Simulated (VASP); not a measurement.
# SnO2 (P4_2/mnm) in VASP: a series of runs

Aim: see how the results for SnO2 move with the level of theory and the settings. Levels: PBE, r2SCAN. Tasks: electric field gradients.

All numbers are computed with VASP 6.6.1; they aren't measurements. Logs are shortened: lines on timing, memory, paths and dates and some standing lists are left out, and cuts for length are marked.

## Step 1: The cell of the first run

The structure is tetragonal, space group P4_2/mnm (No. 136). Conventional cell: a = 4.765 Å, b = 4.765 Å, c = 3.207 Å, α = 90.00°, β = 90.00°, γ = 90.00°. Within 2.7 Å of Sn (site symmetry mmm) lie 6 O at 2.06 to 2.07 Å. O (site symmetry m2m) has 3 Sn at 2.06 to 2.07 Å and 1 O at 2.61 Å within 2.7 Å.

## Step 2: Electric field gradients, PBE

Contents of INCAR:

```
SYSTEM = SnO2
PREC     = Accurate       ! precision mode
ENCUT    = 520            ! plane-wave cutoff, eV
EDIFF    = 1E-8           ! SCF threshold, eV
ISMEAR   = -1             ! smearing method
SIGMA    = 0.01           ! smearing width, eV
LREAL    = .FALSE.        ! projectors in reciprocal space
LASPH    = .TRUE.         ! aspherical terms in the spheres
NELM     = 60             ! most SCF steps
ALGO     = Normal         ! electronic algorithm
ISIF     = 2              ! what is computed and relaxed
LWAVE    = .FALSE.        ! write WAVECAR
LCHARG   = .FALSE.        ! write CHGCAR
GGA      = PE             ! functional
LEFG     = .TRUE.       
NBANDS   = 35             ! bands
```

Contents of KPOINTS:

```
regular mesh
0
G
  7 7 10
  0 0 0
```

Contents of POSCAR:

```
SnO2
1.0
    4.7648180450      0.0000000000      0.0000000000
    0.0000000000      4.7648180450      0.0000000000
    0.0000000000      0.0000000000      3.2074997700
Sn O
2 4
Direct
    0.5000000000      0.5000000000      0.5000000000
    0.0000000000      0.0000000000      0.0000000000
    0.1940277000      0.8059723000      0.5000000000
    0.8059723000      0.1940277000      0.5000000000
    0.3059723000      0.3059723000      0.0000000000
    0.6940277000      0.6940277000      0.0000000000
```

Potentials or basis: VASP PAW PBE potentials, release 64 (Sn_d, O).

The run is started by

```bash
> cat potpaw_PBE.64/Sn_d/POTCAR potpaw_PBE.64/O/POTCAR > POTCAR
> mpirun -np 1 vasp_std > vasp.out
```

OUTCAR:

```text
SYSTEM = SnO2
   PREC = Accurate
   ENCUT = 520
   EDIFF = 1E-8
   ISMEAR = -1
   LREAL = .FALSE.
   LASPH = .TRUE.
   NELM = 60
   ISIF = 2
   GGA = PE

 ion  position               nearest neighbor table
   1  0.500  0.500  0.500-   3 2.06   4 2.06   5 2.07   6 2.07   5 2.07   6 2.07   2 3.73   2 3.73
                             2 3.73   2 3.73   2 3.73   2 3.73   2 3.73   2 3.73
   2  0.000  0.000  0.000-   5 2.06   6 2.06   3 2.07   4 2.07   3 2.07   4 2.07   1 3.73   1 3.73
                             1 3.73   1 3.73   1 3.73   1 3.73   1 3.73   1 3.73
   3  0.194  0.806  0.500-   1 2.06   2 2.07   2 2.07
   4  0.806  0.194  0.500-   1 2.06   2 2.07   2 2.07
   5  0.306  0.306  0.000-   2 2.06   1 2.07   1 2.07
   6  0.694  0.694  0.000-   2 2.06   1 2.07   1 2.07

  LATTYP: Found a simple tetragonal cell.
 ALAT       =     4.7648180450
 C/A-ratio  =     0.6731631176

  Lattice vectors:

 A1 = (   4.7648180450,   0.0000000000,   0.0000000000)
 A2 = (   0.0000000000,   4.7648180450,   0.0000000000)
 A3 = (   0.0000000000,   0.0000000000,   3.2074997700)

Analysis of symmetry for initial positions (statically):
=====================================================================
 Subroutine PRICEL returns:
 Original cell was already a primitive cell.

 Routine SETGRP: Setting up the symmetry group for a
 simple tetragonal supercell.

 Subroutine GETGRP returns: Found 16 space group operations
 (whereof  8 operations were pure point group operations)
 out of a pool of 16 trial point group operations.

The static configuration has the point symmetry D_2h.
 The point group associated with its full space group is D_4h.

Analysis of symmetry for dynamics (positions and initial velocities):
=====================================================================
 Subroutine PRICEL returns:
 Original cell was already a primitive cell.

 Routine SETGRP: Setting up the symmetry group for a
 simple tetragonal supercell.

 Subroutine GETGRP returns: Found 16 space group operations
 (whereof  8 operations were pure point group operations)
 out of a pool of 16 trial point group operations.

The dynamic configuration has the point symmetry D_2h.
 The point group associated with its full space group is D_4h.
[... 154 lines left out ...]

 E-fermi :   6.2223     XC(G=0): -11.1654

 val. band max:        5.9401065655   @ k =   0.0000   0.0000   0.0000
 cond. band min:       6.9785395812   @ k =   0.0000   0.0000   0.0000
 fundamental gap:      1.0384330157
 Fermi energy:         6.2222694883

 k-point     1 :       0.0000    0.0000    0.0000
  band No.  band energies     occupation
      1     -15.1446      2.00000
      2     -14.3882      2.00000
      3     -14.1591      2.00000
      4     -14.1321      2.00000
      5     -14.1321      2.00000
      6     -14.0673      2.00000
[... 901 lines left out ...]
     34      18.2938      0.00000
     35      18.3654      0.00000

 [... further k-points ...]
[... 5 lines left out ...]
  --------------------------------------------------------------------------------------
  -------------------------------------------------------------------------------------
  Total        3.1739288      3.1739288      3.8348637      0.0000000      0.0000000      0.0000000
  in kB       69.8310362     69.8310362     84.3725623      0.0000000      0.0000000      0.0000000
  external PRESSURE =      74.6782116 kB  Pullay stress =       0.0000000 kB

 VOLUME and BASIS-vectors are now :
 -----------------------------------------------------------------------------
  energy-cutoff  :      520.00
  volume of cell :       72.82
      direct lattice vectors                 reciprocal lattice vectors
     4.764818045  0.000000000  0.000000000     0.209871603  0.000000000  0.000000000
     0.000000000  4.764818045  0.000000000     0.000000000  0.209871603  0.000000000
     0.000000000  0.000000000  3.207499770     0.000000000  0.000000000  0.311769313

 POSITION                                       TOTAL-FORCE (eV/Angst)
 -----------------------------------------------------------------------------------
      2.38241      2.38241      1.60375         0.000000      0.000000      0.000000
      0.00000      0.00000      0.00000         0.000000      0.000000      0.000000
      0.92451      3.84031      1.60375         0.029294     -0.029294     -0.000000
      3.84031      0.92451      1.60375        -0.029294      0.029294      0.000000
      1.45790      1.45790      0.00000        -0.029294     -0.029294     -0.000000
      3.30692      3.30692      0.00000         0.029294      0.029294      0.000000
 -----------------------------------------------------------------------------------
    total drift:                                0.000000      0.000000      0.000000

  FREE ENERGIE OF THE ION-ELECTRON SYSTEM (eV)
  ---------------------------------------------------
  free  energy   TOTEN  =       -37.2442380679 eV

  energy  without entropy=      -37.2442380679  energy(sigma->0) =      -37.24423807

 Electric field gradients (V/A^2)
---------------------------------------------------------------------
 ion       V_xx      V_yy      V_zz      V_xy      V_xz      V_yz
---------------------------------------------------------------------
   1      25.085    25.085   -50.169    28.735    -0.000     0.000
   2      25.085    25.085   -50.169   -28.735    -0.000     0.000
   3     -23.697   -23.697    47.393   -84.797     0.000     0.000
   4     -23.697   -23.697    47.393   -84.797    -0.000     0.000
   5     -23.697   -23.697    47.393    84.797     0.000    -0.000
   6     -23.697   -23.697    47.393    84.797     0.000     0.000
---------------------------------------------------------------------

 Electric field gradients after diagonalization (V/A^2)
 (convention: |V_zz| > |V_xx| > |V_yy|)
----------------------------------------------------------------------
 ion       V_xx      V_yy      V_zz     asymmetry (V_yy - V_xx)/ V_zz
----------------------------------------------------------------------
   1     -50.169    -3.650    53.819       0.864
   2     -50.169    -3.650    53.819       0.864
   3      61.101    47.393  -108.494       0.126
   4      61.101    47.393  -108.494       0.126
   5      61.101    47.393  -108.494       0.126
   6      61.101    47.393  -108.494       0.126
----------------------------------------------------------------------

           NMR quadrupolar parameters

 Cq : quadrupolar parameter    Cq=e*Q*V_zz/h
 eta: asymmetry parameters     (V_yy - V_xx)/ V_zz
 Q  : nuclear electric quadrupole moment in mb (millibarn)
----------------------------------------------------------------------
 ion       Cq(MHz)       eta       Q (mb)
----------------------------------------------------------------------
   1       0.130       0.864       1.000
   2       0.130       0.864       1.000
   3      -0.262       0.126       1.000
   4      -0.262       0.126       1.000
   5      -0.262       0.126       1.000
   6      -0.262       0.126       1.000
----------------------------------------------------------------------
```

Wall time 53 s (1 thread of Intel Xeon 6975P-C (Granite Rapids), shared host); peak memory 0.25 GiB.

Results:

| Property | Result |
| --- | --- |
| Free energy | -37.2442 eV |
| Pressure | 7.5 GPa |
| Largest force | 0.041 eV/Å |
| Band gap on the k mesh | 1.04 eV, direct |

Forces in eV/Å, atoms in the order of the input:
```
Sn   0.000  0.000  0.000
Sn   0.000  0.000  0.000
O    0.029 -0.029  0.000
O   -0.029  0.029  0.000
O   -0.029 -0.029  0.000
O    0.029  0.029  0.000
```

Electric field gradients, principal values (V/Å²):
```tsv
atom	least	middle	greatest (by size)
1 Sn	-3.650	-50.169	53.819
2 Sn	-3.650	-50.169	53.819
3 O	47.393	61.101	-108.494
4 O	47.393	61.101	-108.494
5 O	47.393	61.101	-108.494
6 O	47.393	61.101	-108.494
```

Caveat: without QUAD_EFG the Cq values of the log hold for a quadrupole moment of 1 mb, not for the nuclei; spin-orbit coupling is left out, which moves the levels of the heavy elements.

## Step 3: Electric field gradients, r2SCAN

POSCAR is that of step 2.

Contents of INCAR.step1:

```
PREC = Accurate
ENCUT = 520
ISMEAR = -1
SIGMA = 0.01
LREAL = False
LASPH = True
NELM = 80
NBANDS = 35
GGA = PE
ALGO = Normal
EDIFF = 1E-4
LWAVE = True
LCHARG = False
```

Contents of INCAR.step2:

```
PREC = Accurate
ENCUT = 520
EDIFF = 1E-8
ISMEAR = -1
SIGMA = 0.01
LREAL = False
LASPH = True
NELM = 80
ALGO = Normal
ISIF = 2
LWAVE = False
LCHARG = False
METAGGA = R2SCAN
LMIXTAU = True
LEFG = True
NBANDS = 35
ISTART = 1
```

Contents of KPOINTS:

```
regular mesh
0
Gamma
  7 7 10
```

Potentials or basis: VASP PAW PBE potentials, release 64 (Sn_d, O).

The run is started by

```bash
> cat potpaw_PBE.64/Sn_d/POTCAR potpaw_PBE.64/O/POTCAR > POTCAR
> cp INCAR.step1 INCAR
> mpirun -np 1 vasp_std > vasp.out
> cp INCAR.step2 INCAR
> mpirun -np 1 vasp_std > vasp.out
```

OUTCAR:

```text
PREC = Accurate
   ENCUT = 520
   EDIFF = 1E-8
   ISMEAR = -1
   LREAL = False
   LASPH = True
   NELM = 80
   ISIF = 2
   METAGGA = R2SCAN
   ISTART = 1

 ion  position               nearest neighbor table
   1  0.500  0.500  0.500-   3 2.06   4 2.06   5 2.07   6 2.07   5 2.07   6 2.07   2 3.73   2 3.73
                             2 3.73   2 3.73   2 3.73   2 3.73   2 3.73   2 3.73
   2  0.000  0.000  0.000-   5 2.06   6 2.06   3 2.07   4 2.07   3 2.07   4 2.07   1 3.73   1 3.73
                             1 3.73   1 3.73   1 3.73   1 3.73   1 3.73   1 3.73
   3  0.194  0.806  0.500-   1 2.06   2 2.07   2 2.07
   4  0.806  0.194  0.500-   1 2.06   2 2.07   2 2.07
   5  0.306  0.306  0.000-   2 2.06   1 2.07   1 2.07
   6  0.694  0.694  0.000-   2 2.06   1 2.07   1 2.07

  LATTYP: Found a simple tetragonal cell.
 ALAT       =     4.7648180450
 C/A-ratio  =     0.6731631176

  Lattice vectors:

 A1 = (   4.7648180450,   0.0000000000,   0.0000000000)
 A2 = (   0.0000000000,   4.7648180450,   0.0000000000)
 A3 = (   0.0000000000,   0.0000000000,   3.2074997700)

Analysis of symmetry for initial positions (statically):
=====================================================================
 Subroutine PRICEL returns:
 Original cell was already a primitive cell.

 Routine SETGRP: Setting up the symmetry group for a
 simple tetragonal supercell.

 Subroutine GETGRP returns: Found 16 space group operations
 (whereof  8 operations were pure point group operations)
 out of a pool of 16 trial point group operations.

The static configuration has the point symmetry D_2h.
 The point group associated with its full space group is D_4h.

Analysis of symmetry for dynamics (positions and initial velocities):
=====================================================================
 Subroutine PRICEL returns:
[... 1095 lines left out ...]
  external PRESSURE =       1.6099208 kB  Pullay stress =       0.0000000 kB

 VOLUME and BASIS-vectors are now :
 -----------------------------------------------------------------------------
  energy-cutoff  :      520.00
  volume of cell :       72.82
      direct lattice vectors                 reciprocal lattice vectors
     4.764818045  0.000000000  0.000000000     0.209871603  0.000000000  0.000000000
     0.000000000  4.764818045  0.000000000     0.000000000  0.209871603  0.000000000
     0.000000000  0.000000000  3.207499770     0.000000000  0.000000000  0.311769313

 POSITION                                       TOTAL-FORCE (eV/Angst)
 -----------------------------------------------------------------------------------
      2.38241      2.38241      1.60375         0.000000      0.000000      0.000000
      0.00000      0.00000      0.00000         0.000000      0.000000      0.000000
      0.92451      3.84031      1.60375         0.013413     -0.013413     -0.000000
      3.84031      0.92451      1.60375        -0.013413      0.013413      0.000000
      1.45790      1.45790      0.00000        -0.013413     -0.013413     -0.000000
      3.30692      3.30692      0.00000         0.013413      0.013413      0.000000
 -----------------------------------------------------------------------------------
    total drift:                                0.000000      0.000000      0.000000

  FREE ENERGIE OF THE ION-ELECTRON SYSTEM (eV)
  ---------------------------------------------------
  free  energy   TOTEN  =       -84.6313442029 eV

  energy  without entropy=      -84.6313442029  energy(sigma->0) =      -84.63134420

 Electric field gradients (V/A^2)
---------------------------------------------------------------------
 ion       V_xx      V_yy      V_zz      V_xy      V_xz      V_yz
---------------------------------------------------------------------
   1      24.955    24.955   -49.909    28.410    -0.000     0.000
   2      24.955    24.955   -49.909   -28.410     0.000    -0.000
   3     -23.589   -23.589    47.177   -81.733     0.000     0.000
   4     -23.589   -23.589    47.177   -81.733    -0.000     0.000
   5     -23.589   -23.589    47.177    81.733     0.000     0.000
   6     -23.589   -23.589    47.177    81.733     0.000     0.000
---------------------------------------------------------------------

 Electric field gradients after diagonalization (V/A^2)
 (convention: |V_zz| > |V_xx| > |V_yy|)
----------------------------------------------------------------------
 ion       V_xx      V_yy      V_zz     asymmetry (V_yy - V_xx)/ V_zz
----------------------------------------------------------------------
   1     -49.909    -3.456    53.365       0.870
   2     -49.909    -3.456    53.365       0.870
   3      58.144    47.177  -105.321       0.104
   4      58.144    47.177  -105.321       0.104
   5      58.144    47.177  -105.321       0.104
   6      58.144    47.177  -105.321       0.104
----------------------------------------------------------------------

           NMR quadrupolar parameters

 Cq : quadrupolar parameter    Cq=e*Q*V_zz/h
 eta: asymmetry parameters     (V_yy - V_xx)/ V_zz
 Q  : nuclear electric quadrupole moment in mb (millibarn)
----------------------------------------------------------------------
 ion       Cq(MHz)       eta       Q (mb)
----------------------------------------------------------------------
   1       0.129       0.870       1.000
   2       0.129       0.870       1.000
   3      -0.255       0.104       1.000
   4      -0.255       0.104       1.000
   5      -0.255       0.104       1.000
   6      -0.255       0.104       1.000
----------------------------------------------------------------------
```

OSZICAR.step1:

```text
N       E                     dE             d eps       ncg     rms          rms(c)
DAV:   1     0.640751006717E+03    0.64075E+03   -0.25715E+04  4634   0.233E+03
DAV:   2     0.573823267221E+02   -0.58337E+03   -0.54953E+03  4536   0.614E+02
DAV:   3    -0.383935823708E+02   -0.95776E+02   -0.94198E+02  4534   0.208E+02
DAV:   4    -0.433248383457E+02   -0.49313E+01   -0.48952E+01  5301   0.510E+01
DAV:   5    -0.434519756285E+02   -0.12714E+00   -0.12696E+00  5093   0.866E+00    0.160E+01
DAV:   6    -0.371584968410E+02    0.62935E+01   -0.17607E+01  6711   0.641E+01    0.617E+00
DAV:   7    -0.372727171968E+02   -0.11422E+00   -0.20370E+00  4860   0.794E+00    0.321E+00
DAV:   8    -0.372507174598E+02    0.22000E-01   -0.17120E-01  6200   0.412E+00    0.746E-01
DAV:   9    -0.372434424042E+02    0.72751E-02   -0.35322E-02  6927   0.297E+00    0.131E-01
DAV:  10    -0.372441259415E+02   -0.68354E-03   -0.39005E-03  5294   0.496E-01    0.529E-02
DAV:  11    -0.372442371902E+02   -0.11125E-03   -0.17243E-04  4234   0.105E-01    0.141E-02
DAV:  12    -0.372442384193E+02   -0.12291E-05   -0.24178E-05  2591   0.444E-02
   1 F= -.37244238E+02 E0= -.37244238E+02  d E =-.597122E-15
```

Run time: 3.6 min. Hardware: 1 thread of Intel Xeon 6975P-C (Granite Rapids), shared host; peak memory 0.26 GiB.

Results:

| Property | Result |
| --- | --- |
| Free energy | -84.6313 eV |
| Pressure | 0.2 GPa |
| Largest force | 0.019 eV/Å |
| Band gap on the k mesh | 1.74 eV, direct |

Forces in eV/Å, atoms in the order of the input:
```
Sn   0.000  0.000  0.000
Sn   0.000  0.000  0.000
O    0.013 -0.013  0.000
O   -0.013  0.013  0.000
O   -0.013 -0.013  0.000
O    0.013  0.013  0.000
```

Levels at points of the mesh, in eV from the valence-band top:
```tsv
k point	band 22	band 23	band 24	band 25	band 26	band 27	band 28	band 29	band 30	band 31
(0.00, 0.00, 0.00)	-1.22	-1.22	-0.77	-0.77	0.00	1.74	6.76	7.02	7.02	11.09
(0.00, 0.00, 0.50)	-2.59	-1.66	-1.66	-1.26	-1.26	6.82	6.82	10.50	10.50	11.51
```

Electric field gradients, principal values (V/Å²):
```
atom   least   middle  greatest (by size)
1 Sn  -3.456  -49.909              53.365
2 Sn  -3.456  -49.909              53.365
 3 O  47.177   58.144            -105.321
 4 O  47.177   58.144            -105.321
 5 O  47.177   58.144            -105.321
 6 O  47.177   58.144            -105.321
```

Caveat: without QUAD_EFG the Cq values of the log hold for a quadrupole moment of 1 mb, not for the nuclei; the PAW data sets were made with another functional, which shifts forces and pressure a little; spin-orbit coupling is left out, which moves the levels of the heavy elements.
